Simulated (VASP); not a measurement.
Input of a VASP 6.6.1 run:

File INCAR:

```
PREC = Accurate
ENCUT = 520
EDIFF = 1E-6
ISMEAR = -1
SIGMA = 0.08
LREAL = False
LASPH = True
NELM = 80
ALGO = Normal
ISIF = 2
LWAVE = False
LCHARG = False
NBANDS = 12
```

The input KPOINTS:

```
Automatic mesh
0
Gamma
  19 19 17
```

File POSCAR:

```
Zn
1.0
    2.2754959639      0.0000000000      0.0000000000
   -1.1377479820      1.9706373110      0.0000000000
    0.0000000000      0.0000000000      2.2979754286
Zn
1
Direct
    0.0000000000      0.0000000000      0.0000000000
```

Potentials or basis: VASP PAW LDA potentials, release 64 (Zn).

Launch:

```console
$ cat potpaw_LDA.64/Zn/POTCAR > POTCAR
$ mpirun -np 1 vasp_std > vasp.out
```

Q: Predict the band gap on the k mesh.

A: Zero (band 6 reaches 11.12 eV, above the bottom of band 7 at 3.04 eV).

Q: What does it give for the pressure?

A: 80.2 GPa.

Stress tensor (GPa, compression positive):
```
80.46  0.00  0.00
 0.00 80.46  0.00
 0.00  0.00 79.67
```
